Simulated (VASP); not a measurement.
# NaF (Fm-3m) in VASP: further runs

The runs below take NaF through G0W0 quasiparticle levels, with PBE.

Program: VASP 6.6.1. These are calculated values, not measurements. Logs are shortened: lines on timing, memory, paths and dates and some standing lists are left out, and cuts for length are marked.

## 1. The cell of the first run

Symmetry: Fm-3m, No. 225, cubic system. The conventional cell has a = 4.594 Å, b = 4.594 Å, c = 4.594 Å, α = 90.00°, β = 90.00°, γ = 90.00°. Na (site symmetry m-3m) has 6 F at 2.30 Å within 3.0 Å. Within 3.0 Å of F (site symmetry m-3m) lie 6 Na at 2.30 Å.

## 2. G0W0 quasiparticle levels, PBE

Input file POSCAR:

```
NaF
1.0
    0.0000000000      2.2971680712      2.2971680712
    2.2971680712      0.0000000000      2.2971680712
    2.2971680712      2.2971680712      0.0000000000
Na F
1 1
Direct
    0.0000000000      0.0000000000      0.0000000000
    0.5000000000      0.5000000000      0.5000000000
```

Input file INCAR.step1:

```
SYSTEM = NaF
  PREC = Accurate
  ENCUT = 500
  EDIFF = 1E-8
  ISMEAR = 0
  SIGMA = 0.01
  LREAL = .FALSE.
  LASPH = .TRUE.
  NELM = 80
  ALGO = Normal
  LWAVE = .TRUE.
  LCHARG = .FALSE.
  GGA = PE
```

Input file INCAR.step2:

```
SYSTEM = NaF
  PREC = Accurate
  ENCUT = 500
  EDIFF = 1E-8
  ISMEAR = 0
  SIGMA = 0.01
  LREAL = .FALSE.
  LASPH = .TRUE.
  NELM = 1
  ALGO = Exact
  LWAVE = .TRUE.
  LCHARG = .FALSE.
  GGA = PE
  NBANDS = 47
  LOPTICS = .TRUE.
  ISTART = 1
```

Input file INCAR.step3:

```
SYSTEM = NaF
  PREC = Accurate
  ENCUT = 500
  EDIFF = 1E-8
  ISMEAR = 0
  SIGMA = 0.01
  LREAL = .FALSE.
  LASPH = .TRUE.
  ALGO = EVGW0
  LWAVE = .FALSE.
  LCHARG = .FALSE.
  GGA = PE
  NELMGW = 1
  NBANDS = 47
  ENCUTGW = 80.0
  NOMEGA = 96
  PRECFOCK = Fast
  ISTART = 1
  NBANDSGW = 16
  OMEGAMAX = 30
```

Input file KPOINTS:

```
Automatic mesh
0
G
  6 6 6
  0 0 0
```

Potentials or basis: VASP PAW PBE potentials, release 64 (Na_sv_GW, F_GW).

Run with:

```console
cat potpaw_PBE.64/Na_sv_GW/POTCAR potpaw_PBE.64/F_GW/POTCAR > POTCAR
cp INCAR.step1 INCAR
mpirun -np 1 vasp_std > vasp.out
cp INCAR.step2 INCAR
mpirun -np 1 vasp_std > vasp.out
cp INCAR.step3 INCAR
mpirun -np 1 vasp_std > vasp.out
```

OUTCAR:

```text
SYSTEM = NaF
   PREC = Accurate
   ENCUT = 500
   EDIFF = 1E-8
   ISMEAR = 0
   LREAL = .FALSE.
   LASPH = .TRUE.
   GGA = PE
   NELMGW = 1
   ENCUTGW = 80.0
   PRECFOCK = Fast
   ISTART = 1

 ion  position               nearest neighbor table
   1  0.000  0.000  0.000-   2 2.30   2 2.30   2 2.30   2 2.30   2 2.30   2 2.30
   2  0.500  0.500  0.500-   1 2.30   1 2.30   1 2.30   1 2.30   1 2.30   1 2.30

  LATTYP: Found a face centered cubic cell.
 ALAT       =     4.5943361424

  Lattice vectors:

 A1 = (   0.0000000000,   2.2971680712,   2.2971680712)
 A2 = (   2.2971680712,   0.0000000000,   2.2971680712)
 A3 = (   2.2971680712,   2.2971680712,   0.0000000000)

Analysis of symmetry for initial positions (statically):
=====================================================================
 Subroutine PRICEL returns:
 Original cell was already a primitive cell.

 Routine SETGRP: Setting up the symmetry group for a
 face centered cubic supercell.

 Subroutine GETGRP returns: Found 48 space group operations
 (whereof 48 operations were pure point group operations)
 out of a pool of 48 trial point group operations.

The static configuration has the point symmetry O_h .

Analysis of symmetry for dynamics (positions and initial velocities):
=====================================================================
 Subroutine PRICEL returns:
 Original cell was already a primitive cell.

 Routine SETGRP: Setting up the symmetry group for a
 face centered cubic supercell.

 Subroutine GETGRP returns: Found 48 space group operations
 (whereof 48 operations were pure point group operations)
 out of a pool of 48 trial point group operations.

The dynamic configuration has the point symmetry O_h .

 Subroutine INISYM returns: Found 48 space group operations
 (whereof 48 operations are pure point group operations),
 and found     1 'primitive' translations

----------------------------------------------------------------------------------------

                                     Primitive cell

  volume of cell :      24.2442

  direct lattice vectors                    reciprocal lattice vectors
     0.000000000  2.297168071  2.297168071    -0.217659302  0.217659302  0.217659302
     2.297168071  0.000000000  2.297168071     0.217659302 -0.217659302  0.217659302
     2.297168071  2.297168071  0.000000000     0.217659302  0.217659302 -0.217659302

  length of vectors
     3.248686241  3.248686241  3.248686241     0.376996971  0.376996971  0.376996971

  position of ions in fractional coordinates (direct lattice)
     0.000000000  0.000000000  0.000000000
     0.500000000  0.500000000  0.500000000

  ion indices of the primitive-cell ions
   primitive index   ion index
                 1           1
                 2           2

----------------------------------------------------------------------------------------

 KPOINTS: Automatic mesh

Automatic generation of k-mesh.
 Grid dimensions read from file:
 generate k-points for:    6    6    6

 Generating k-lattice:

  Cartesian coordinates                     Fractional coordinates (reciprocal lattice)
    -0.036276550  0.036276550  0.036276550     0.166666667  0.000000000  0.000000000
     0.036276550 -0.036276550  0.036276550     0.000000000  0.166666667  0.000000000
     0.036276550  0.036276550 -0.036276550     0.000000000  0.000000000  0.166666667

  Length of vectors
     0.062832828  0.062832828  0.062832828

  Shift w.r.t. Gamma in fractional coordinates (k-lattice)
     0.000000000  0.000000000  0.000000000

 Subroutine IBZKPT returns following result:
 ===========================================

 Found     16 irreducible k-points:

 Following reciprocal coordinates:
            Coordinates               Weight
  0.000000  0.000000  0.000000      1.000000
  0.166667  0.000000  0.000000      8.000000
  0.333333  0.000000  0.000000      8.000000
  0.500000  0.000000  0.000000      4.000000
  0.166667  0.166667  0.000000      6.000000
  0.333333  0.166667  0.000000     24.000000
[... 8 lines left out ...]
 -0.333333  0.333333  0.166667     24.000000
 -0.333333  0.500000  0.166667     12.000000
   k-points           NKPTS =     16   k-points in BZ     NKDIM =    216   number of bands    NBANDS=     47
   number of dos      NEDOS =    301   number of ions     NIONS =      2
   total plane-waves  NPLWV =  13824
   dimension x,y,z NGX =    24 NGY =   24 NGZ =   24
   dimension x,y,z NGXF=    48 NGYF=   48 NGZF=   48
   ions per type =               1   1
   NGX,Y,Z   is equivalent  to a cutoff of  12.28, 12.28, 12.28 a.u.
   NGXF,Y,Z  is equivalent  to a cutoff of  24.56, 24.56, 24.56 a.u.
 SYSTEM =  NaF
   PREC   = accura    normal or accurate (medium, high low for compatibility)
   ISTART =      1    job   : 0-new  1-cont  2-samecut
   ICHARG =      0    charge: 1-file 2-atom 10-const
   ISPIN  =      1    spin polarized calculation?
   LNONCOLLINEAR =      F non collinear calculations
   LSORBIT =      F    spin-orbit coupling
   LASPH  =      T    aspherical Exc in radial PAW
   ENCUT  =  500.0 eV  36.75 Ry    6.06 a.u.   5.92  5.92  5.92*2*pi/ulx,y,z
   NELM   =     60;   NELMIN=  2; NELMDL=  0     # of ELM steps
   EDIFF  = 0.1E-07   stopping-criterion for ELM
   LREAL  =      F    real-space projection
   EDIFFG = 0.1E-06   stopping-criterion for IOM
   NSW    =      0    number of steps for IOM
   IBRION =     -1    ionic relax: 0-MD 1-quasi-New 2-CG
   NFREE  =      0    steps in history (QN), initial steepest desc. (CG)
   ISIF   =      0    stress and relaxation
   ISYM   =      3    0-nonsym 1-usesym 2-fastsym
   POTIM  = 0.5000    time-step for ionic-motion
   TEBEG  =    0.0;   TEEND  =   0.0 temperature during run
   PSTRESS=    0.0 pullay stress
   NELECT =      16.0000    total number of electrons
   NUPDOWN=      -1.0000    fix difference up-down
   EMIN   =  10.00;   EMAX   =-10.00  energy-range for DOS
   EFERMI =   0.00;   METHOD = LEGACY
   ISMEAR =     0;   SIGMA  =   0.01  broadening in eV -4-tet -1-fermi 0-gaus
   EFERMI_NEDOS =   21; number of points for ismear=-14 and -15
   IALGO  =     38    algorithm
   IMIX   =      4    mixing-type and parameters
     AMIX     =   0.40;   BMIX     =  1.00
     AMIX_MAG =   1.60;   BMIX_MAG =  1.00
  volume/ion in A,a.u.               =      12.12        81.80
  Fermi-wavevector in a.u.,A,eV,Ry     =   1.425319  2.693462 27.640699  2.031534
  Thomas-Fermi vector in A             =   2.545716
   LORBIT       =      0    0 simple, 1 ext, 2 COOP (PROOUT), +10 PAW based schemes
   GGA     = PE    functional components
   LHFCALC =     T    Hartree Fock is set to
   PRECFOCK=fast      Normal, Fast or Accurate (Low or Medium for compatibility)
   ENCUT4O =  -1.0   cutoff for four orbital integrals eV
   NKREDX  =     1    reduce k-point grid by
   NKREDY  =     1    reduce k-point grid by
   NKREDZ  =     1    reduce k-point grid by
   AEXX    =    1.0000 exact exchange contribution
   HFSCREEN=    0.0000 screening length (either q_TF or 0.3 A-1)
   HFSCREENC=   0.0000 screening length for correlation (either q_TF or 0.3 A-1)
   ENCUTFOCK=  -1.0 apply spherical cutoff to Coloumb kernel
   IVDW    =     0    specifies the selected vdW correction
   LEPSILON=     F    determine dielectric tensor
   LRPA    =     F    only Hartree local field effects (RPA)
   LRPAFORCE           =     F    calculate RPA forces
   ENCUTGW             =  80.0    cutoff for response function in eV
   ENCUTGWSOFT         =  64.0    soft cutoff for Coulomb kernel in GW response function in eV
   ENCUTLF             =  -1.0    cutoff for local field effects
   NELMGW              =     1    number of iterations in solving QP/BSE equation
   NELMHF              =     1    number of iterations in the inner HF iteration
   NKREDLFX            =     1    NKREDLFY  =   1   NKREDLFZ  =   1
 non-spin polarized calculation
 Gauss-broadening in eV      SIGMA  =   0.01
  energy-cutoff  :      500.00
  volume of cell :       24.24
 maximum number of plane-waves:       636
  NGX = 14; NGY = 14; NGZ = 14
   NGX = 11   NGY = 11   NGZ = 11
 maximum number of plane-waves:        51
 NGX is ok and might be reduce to    10

 QP shifts <psi_nk| G(iteration)W_0 |psi_nk>: iteration 1
 for sc-GW calculations column KS-energies equals QP-energies in previous step
 and V_xc(KS)=  KS-energies - (<T + V_ion + V_H > + <T+V_H+V_ion>^1  + <V_x>^1)

 k-point   1 :       0.0000    0.0000    0.0000
  band No.  KS-energies  QP-energies   sigma(KS)   V_xc(KS)     V^pw_x(r,r')   Z            occupation Imag(sigma)

      1     -48.6913     -60.4428     -43.4723     -29.2468     -49.1133       0.8261       2.0000       0.3204
      2     -20.9053     -25.4940     -29.0157     -22.6983     -36.8145       0.7264       2.0000       0.8037
      3     -20.5757     -27.9591     -36.9866     -28.3998     -41.4656       0.8599       2.0000       0.0755
      4     -20.5757     -27.9591     -36.9866     -28.3998     -41.4656       0.8599       2.0000       0.0755
      5     -20.5757     -27.9591     -36.9866     -28.3998     -41.4656       0.8599       2.0000       0.0755
      6      -1.7068      -4.3867     -25.6953     -22.3728     -30.2118       0.8066       2.0000       0.0843
[... 8 lines left out ...]
     15      22.5732      24.7842      -6.0619      -8.5818      -2.8118       0.8774       0.0000      -0.1090
     16      25.6042      28.4060      -8.3902     -11.6283      -4.5861       0.8653       0.0000      -0.3143

 k-point   2 :       0.1667    0.0000    0.0000
  band No.  KS-energies  QP-energies   sigma(KS)   V_xc(KS)     V^pw_x(r,r')   Z            occupation Imag(sigma)

      1     -48.6876     -60.4546     -43.4808     -29.2538     -49.1210       0.8271       2.0000       0.3194
      2     -21.1744     -26.6525     -31.4704     -24.3404     -38.1213       0.7683       2.0000       0.5641
      3     -20.5790     -27.9585     -36.9778     -28.3930     -41.4565       0.8596       2.0000       0.0746
      4     -20.5790     -27.9585     -36.9778     -28.3930     -41.4565       0.8596       2.0000       0.0746
      5     -20.2719     -26.5735     -34.5711     -26.8048     -40.1940       0.8114       2.0000       0.3123
      6      -2.2033      -4.9819     -24.5668     -21.1189     -28.9069       0.8059       2.0000       0.0859
[... 8 lines left out ...]
     15      22.9308      24.5244      -5.8536      -7.6534      -2.2041       0.8854       0.0000      -0.4649
     16      26.1081      28.4012      -6.4382      -8.9892      -2.7855       0.8989       0.0000      -0.4352

 k-point   3 :       0.3333    0.0000    0.0000
  band No.  KS-energies  QP-energies   sigma(KS)   V_xc(KS)     V^pw_x(r,r')   Z            occupation Imag(sigma)

      1     -48.6802     -60.4787     -43.4975     -29.2678     -49.1363       0.8292       2.0000       0.3176
      2     -21.4371     -27.1742     -32.0085     -24.6399     -38.3365       0.7786       2.0000       0.5028
      3     -20.5854     -27.9649     -36.9619     -28.3796     -41.4399       0.8599       2.0000       0.0728
      4     -20.5854     -27.9649     -36.9619     -28.3796     -41.4399       0.8599       2.0000       0.0728
      5     -19.9401     -25.9674     -34.1141     -26.6047     -40.0508       0.8026       2.0000       0.3651
      6      -3.0034      -5.9486     -23.3017     -19.6365     -27.5261       0.8035       2.0000       0.0941
[... 234 lines left out ...]
      1     -48.6731     -60.5074     -43.5122     -29.2812     -49.1508       0.8316       2.0000       0.3161
      2     -21.2528     -27.0891     -32.4741     -25.0294     -38.6719       0.7840       2.0000       0.4566
      3     -20.6584     -28.0003     -36.7808     -28.2022     -41.2486       0.8558       2.0000       0.0814
      4     -20.6325     -27.9728     -36.8239     -28.2501     -41.3067       0.8561       2.0000       0.0801
      5     -20.0406     -25.9569     -33.8016     -26.3573     -39.8459       0.7947       2.0000       0.3824
      6      -2.8725      -5.8249     -23.7491     -20.0730     -28.0533       0.8031       2.0000       0.0934
[... 8 lines left out ...]
     15      26.6115      29.4070      -7.3488     -10.5103      -3.8255       0.8842       0.0000      -0.2976
     16      27.1897      30.1680      -7.7075     -11.0242      -4.1110       0.8980       0.0000      -0.3798

 k-point  16 :      -0.3333    0.5000    0.1667
  band No.  KS-energies  QP-energies   sigma(KS)   V_xc(KS)     V^pw_x(r,r')   Z            occupation Imag(sigma)

      1     -48.6719     -60.5160     -43.5139     -29.2832     -49.1527       0.8323       2.0000       0.3160
      2     -21.0506     -26.8374     -32.6002     -25.1914     -38.8327       0.7811       2.0000       0.4498
      3     -20.7052     -28.0353     -36.6636     -28.0856     -41.1249       0.8545       2.0000       0.0866
      4     -20.6574     -28.0017     -36.7881     -28.2069     -41.2563       0.8559       2.0000       0.0822
      5     -20.2020     -26.1341     -33.7412     -26.2629     -39.7633       0.7932       2.0000       0.3800
      6      -2.8188      -5.7828     -23.9506     -20.2635     -28.2743       0.8039       2.0000       0.0927
[... 8 lines left out ...]
     15      24.7511      26.7135      -5.9773      -8.2337      -2.4211       0.8697       0.0000      -0.3294
     16      27.0743      29.9739      -7.3557     -10.6235      -3.8690       0.8873       0.0000      -0.2780
```

Wall time 3.1 min (1 thread of Intel Xeon Platinum 8488C (Sapphire Rapids), shared host); peak memory 0.3 GiB.

Results:

```
Quasiparticle gap                                   : 10.66 eV
Least direct quasiparticle gap                      : 10.66 eV
Band gap of the starting levels on the mesh         : 6.47 eV
Least direct gap of the starting levels on the mesh : 6.47 eV
```

Caveat: the k points lie up to 0.39 Å⁻¹ apart; bands, screening cutoff and mesh are small and nothing is extrapolated, so the quasiparticle values aren't converged.

[end of part 1 of 2]
